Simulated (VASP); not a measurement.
# TiTe3Se (P4mm) in VASP: notebook, part 2 of 2

VASP 6.6.1. Earlier steps stand in the parts before.

## 3. Relaxation of cell and atoms, PBE

This run uses another cell than the first one, of 42.75 Å³/atom.

INCAR

```
  ALGO = Normal
  EDIFF = 1E-7
  EDIFFG = -0.01
  ENCUT = 600
  GGA = PE
  IBRION = 2
  ISIF = 3
  ISMEAR = 0
  LASPH = True
  LCHARG = False
  LREAL = False
  LUSENCCL = False
  LWAVE = False
  NELM = 100
  NSW = 100
  PREC = Accurate
  SIGMA = 0.1
```

KPOINTS

```
k-points
0
Gamma
  8 8 6
```

POSCAR

```
TiTe3Se
1.0
    4.9921415031      0.0000000000      0.0000000000
    0.0000000000      4.9921415031      0.0000000000
    0.0000000000      0.0000000000      8.5770107644
Ti Te Se
1 3 1
Direct
    0.5000000000      0.5000000000      0.4399460175
    0.5000000000      0.0000000000      0.5644041564
    0.0000000000      0.5000000000      0.5644041564
    0.5000000000      0.5000000000      0.8854784502
    0.5000000000      0.5000000000      0.1743959396
```

Potentials or basis: VASP PAW PBE potentials, release 64 (Ti_sv, Te, Se).

On the command line:

```sh
$ cat potpaw_PBE.64/Ti_sv/POTCAR potpaw_PBE.64/Te/POTCAR potpaw_PBE.64/Se/POTCAR > POTCAR
$ mpirun -np 1 vasp_std > vasp.out
```

OUTCAR:

```text
EDIFF = 1E-7
   EDIFFG = -0.01
   ENCUT = 600
   GGA = PE
   IBRION = 2
   ISIF = 3
   ISMEAR = 0
   LASPH = True
   LREAL = False
   NELM = 100
   NSW = 100
   PREC = Accurate

 ion  position               nearest neighbor table
   1  0.500  0.500  0.440-   5 2.28   3 2.71   2 2.71   2 2.71   3 2.71
   2  0.500  0.000  0.564-   1 2.71   1 2.71   3 3.53   3 3.53   3 3.53   3 3.53
   3  0.000  0.500  0.564-   1 2.71   1 2.71   2 3.53   2 3.53   2 3.53   2 3.53
   4  0.500  0.500  0.885-   5 2.48
   5  0.500  0.500  0.174-   1 2.28   4 2.48

  LATTYP: Found a simple tetragonal cell.
 ALAT       =     4.9921415031
 C/A-ratio  =     1.7181024935

  Lattice vectors:

 A1 = (   4.9921415031,   0.0000000000,   0.0000000000)
 A2 = (   0.0000000000,   4.9921415031,   0.0000000000)
 A3 = (   0.0000000000,   0.0000000000,   8.5770107644)

Analysis of symmetry for initial positions (statically):
=====================================================================
 Subroutine PRICEL returns:
 Original cell was already a primitive cell.

 Routine SETGRP: Setting up the symmetry group for a
 simple tetragonal supercell.

 Subroutine GETGRP returns: Found  8 space group operations
 (whereof  8 operations were pure point group operations)
 out of a pool of 16 trial point group operations.

The static configuration has the point symmetry C_4v.

Analysis of symmetry for dynamics (positions and initial velocities):
=====================================================================
 Subroutine PRICEL returns:
 Original cell was already a primitive cell.

 Routine SETGRP: Setting up the symmetry group for a
 simple tetragonal supercell.

 Subroutine GETGRP returns: Found  8 space group operations
 (whereof  8 operations were pure point group operations)
 out of a pool of 16 trial point group operations.

The dynamic configuration has the point symmetry C_4v.
[... 146 lines left out ...]

 number of electron      35.9999993 magnetization

 Free energy of the ion-electron system (eV)
  ---------------------------------------------------
  ext. energy  EPLUGINS =         0.00000000
  ---------------------------------------------------
  free energy    TOTEN  =       -20.83577989 eV

  energy without entropy =      -20.81265755  energy(sigma->0) =      -20.82421872

------------------------ aborting loop because EDIFF is reached ----------------------------------------

  FORCE on cell =-STRESS in cart. coord.  units (eV):
  Direction    XX          YY          ZZ          XY          YZ          ZX
  --------------------------------------------------------------------------------------
  -------------------------------------------------------------------------------------
  Total        0.1268404      0.1268404      0.6091292      0.0000000     -0.0000000      0.0000000
  in kB        0.9507324      0.9507324      4.5657308      0.0000000     -0.0000000      0.0000000
  external PRESSURE =       2.1557319 kB  Pullay stress =       0.0000000 kB
[... 98 lines left out ...]
  FREE ENERGIE OF THE ION-ELECTRON SYSTEM (eV)
  ---------------------------------------------------
  free  energy   TOTEN  =       -20.8369245986 eV

  energy  without entropy=      -20.8132314875  energy(sigma->0) =      -20.82507804

[... ionic steps 4 to 48 ...]

--------------------------------------- Ionic step       49  -------------------------------------------

 number of electron      36.0000006 magnetization

------------------------ aborting loop because EDIFF is reached ----------------------------------------
[... 73 lines left out ...]
--------------------------------------- Ionic step       51  -------------------------------------------

 number of electron      36.0000006 magnetization

 Free energy of the ion-electron system (eV)
  ---------------------------------------------------
  ext. energy  EPLUGINS =         0.00000000
  ---------------------------------------------------
  free energy    TOTEN  =       -20.88227835 eV

  energy without entropy =      -20.86247239  energy(sigma->0) =      -20.87237537

 E-fermi :   1.7023     XC(G=0):  -7.2062

 val. band max:        1.6956210376   @ k =   0.3750   0.1250   0.5000
 cond. band min:       1.7062928090   @ k =   0.3750   0.1250   0.3333
 fundamental gap:      0.0106717713
 Fermi energy:         1.7022762921

 k-point     1 :       0.0000    0.0000    0.0000
  band No.  band energies     occupation
      1     -55.6239      2.00000
      2     -32.0046      2.00000
      3     -31.8640      2.00000
      4     -31.8640      2.00000
      5     -11.7297      2.00000
      6     -10.2234      2.00000
[... 589 lines left out ...]
     21       2.9717      0.00000
     22       3.1127      0.00000

 [... further k-points ...]

------------------------ aborting loop because EDIFF is reached ----------------------------------------

  FORCE on cell =-STRESS in cart. coord.  units (eV):
  Direction    XX          YY          ZZ          XY          YZ          ZX
  --------------------------------------------------------------------------------------
  -------------------------------------------------------------------------------------
  Total       -0.0057419     -0.0057419     -0.0001635      0.0000000      0.0000000      0.0000000
  in kB       -0.0418268     -0.0418268     -0.0011910      0.0000000      0.0000000      0.0000000
  external PRESSURE =      -0.0282815 kB  Pullay stress =       0.0000000 kB
[... 20 lines left out ...]
  FREE ENERGIE OF THE ION-ELECTRON SYSTEM (eV)
  ---------------------------------------------------
  free  energy   TOTEN  =       -20.8822783549 eV

  energy  without entropy=      -20.8624723900  energy(sigma->0) =      -20.87237537

 reached required accuracy - stopping structural energy minimisation
```

OSZICAR:

```text
N       E                     dE             d eps       ncg     rms          rms(c)
DAV:   1     0.272671573876E+03    0.27267E+03   -0.16473E+04  2944   0.153E+03
DAV:   2     0.122149004180E+02   -0.26046E+03   -0.25581E+03  3296   0.313E+02
[... 566 lines left out ...]
  50 F= -.20882276E+02 E0= -.20872372E+02  d E =-.347508E-03
       N       E                     dE             d eps       ncg     rms          rms(c)
DAV:   1    -0.208822788350E+02   -0.33230E-05   -0.76709E-05  2652   0.627E-02    0.795E-03
DAV:   2    -0.208822785203E+02    0.31471E-06   -0.72932E-06  3108   0.184E-02    0.299E-03
DAV:   3    -0.208822784870E+02    0.33260E-07   -0.35521E-06  3806   0.105E-02    0.440E-03
DAV:   4    -0.208822783226E+02    0.16443E-06   -0.13970E-06  3024   0.677E-03    0.124E-03
DAV:   5    -0.208822783549E+02   -0.32288E-07   -0.15773E-07  1904   0.246E-03
  51 F= -.20882278E+02 E0= -.20872375E+02  d E =-.283267E-05
```

Run time: 26 min. Hardware: 1 × NVIDIA H100 80GB with 1 thread of AMD EPYC 7R13 (Zen 3), shared host; peak memory 1.6 GiB.

Results:

```
Free energy                           : -20.8823 eV
Relaxed volume                        : 43.99 Å³/atom
Relaxed cell                          : a = 4.818 Å, b = 4.818 Å, c = 9.474 Å, α = 90.00°, β = 90.00°, γ = 90.00°
Space group after relaxing (to 0.1 Å) : P4mm (No. 99)
Energy gained by relaxing             : 9.3 meV/atom
Ionic steps                           : 51
Pressure after relaxing               : 0.0 GPa
Largest force after relaxing          : 0.009 eV/Å
Band gap on the k mesh                : zero (bands 18 and 19 overlap by 0.62 eV)
```

Forces on the atoms (eV/Å):
```
Ti   0.000  0.000  0.004
Te   0.000  0.000 -0.004
Te   0.000  0.000 -0.004
Te   0.000  0.000 -0.005
Se   0.000  0.000  0.009
```

Step by step:
```csv
step,energy change (eV),largest force (eV/Å),pressure (GPa),volume (Å³)
1,0.0000,0.0395,0.22,213.75
3,-0.0011,0.0754,0.01,214.78
5,-0.0020,0.0395,-0.08,215.75
7,-0.0029,0.0184,-0.07,215.70
9,-0.0049,0.1720,0.00,215.49
11,-0.0067,0.0603,0.00,215.42
13,-0.0127,0.4755,0.06,214.95
15,-0.0152,0.6498,0.11,214.77
17,-0.0168,0.8111,0.13,214.55
19,-0.0169,0.8429,0.14,214.51
21,-0.0176,0.8924,0.13,214.48
23,-0.0177,0.9104,0.13,214.47
25,-0.0196,0.8723,0.13,214.50
27,-0.0272,0.6997,0.10,214.64
29,-0.0410,0.1451,0.04,215.18
31,-0.0426,0.0428,0.11,215.42
33,-0.0429,0.0465,0.09,215.76
35,-0.0434,0.0601,-0.06,217.09
37,-0.0446,0.0419,-0.03,217.57
39,-0.0448,0.0624,-0.01,217.97
41,-0.0450,0.0444,0.02,218.06
43,-0.0459,0.0586,-0.04,219.00
45,-0.0461,0.0720,-0.09,219.88
47,-0.0464,0.0335,-0.04,219.92
49,-0.0465,0.0105,-0.01,219.95
51,-0.0465,0.0086,0.00,219.94
```

Final structure:
```xyz
5
Lattice="4.8183 0.0000 0.0000 0.0000 4.8183 0.0000 0.0000 0.0000 9.4737" Properties=species:S:1:pos:R:3 pbc="T T T"
Ti    2.4092    2.4092    3.9733
Te    2.4092    0.0000    5.2688
Te    0.0000    2.4092    5.2688
Te    2.4092    2.4092    8.7092
Se    2.4092    2.4092    1.6825
```

Levels at points of the mesh, in eV from the Fermi level:
```csv
k point,band 16,band 17,band 18,band 19,band 20,band 21
"(0.00, 0.00, 0.00)",-0.09,-0.09,0.52,0.64,0.64,0.73
"(0.50, 0.00, 0.00)",-1.92,-1.35,-0.38,0.18,0.76,1.25
"(0.50, 0.50, 0.00)",-0.87,-0.29,-0.29,0.66,1.00,1.32
"(0.00, 0.00, 0.50)",-0.17,-0.17,0.52,0.65,0.65,0.97
"(0.50, 0.00, 0.50)",-1.54,-1.35,-0.79,0.04,0.59,1.29
"(0.50, 0.50, 0.50)",-0.87,-0.65,-0.65,0.25,1.00,1.33
```

Caveat: spin-orbit coupling is left out, which moves the levels of the heavy elements; this functional lacks dispersion, which binds layers or chains, so the pressure and a relaxed spacing across them are unreliable.

The gap in the log of VASP goes by the Fermi energy; the results here count the filled bands.